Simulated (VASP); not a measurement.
TiAl5, 6 atoms in the cell. Symmetry: I4/mmm, No. 139, tetragonal system. Conventional cell: a = 5.545 Å, b = 5.545 Å, c = 6.312 Å, α = 90.00°, β = 90.00°, γ = 90.00°. Within 3.3 Å of Ti (site symmetry 4/mmm) lie 10 Al at 2.52 to 3.16 Å. Al (site symmetry 2/m) has 2 Ti at 2.52 Å and 8 Al at 2.52 to 3.16 Å within 3.3 Å. Within 3.3 Å of Al (site symmetry 4/mmm) lie 8 Al at 2.52 Å and 2 Ti at 3.16 Å. 

- Program: VASP 6.6.1
- Task: relaxation of cell and atoms
- Functional: PBE
- Potentials or basis: VASP PAW PBE potentials, release 64 (Ti_sv, Al)
- Cutoff: 600 eV
- k mesh: 4 × 4 × 4
- Occupations: gaussian, width 0.1 eV
- Spin: no spin polarisation
- Dipole correction: no
- Further INCAR settings: ALGO = Normal; EDIFF = 1e-06; IBRION = 2; EDIFFG = -0.04; NSW = 90; ISIF = 3

Potentials or basis: VASP PAW PBE potentials, release 64 (Ti_sv, Al).

Command:

```console
$ cat potpaw_PBE.64/Ti_sv/POTCAR potpaw_PBE.64/Al/POTCAR > POTCAR
$ mpirun -np 1 vasp_std > vasp.out
```

Hardware: 1 thread of Intel Xeon 6975P-C (shared host).

Task: Estimate the wall time of this run.

Result: Run time: 4.5 min on 1 thread of Intel Xeon 6975P-C, on a shared host, peak memory 0.26 GiB. Counts: scf iterations 123, k points 13, ion steps 10.
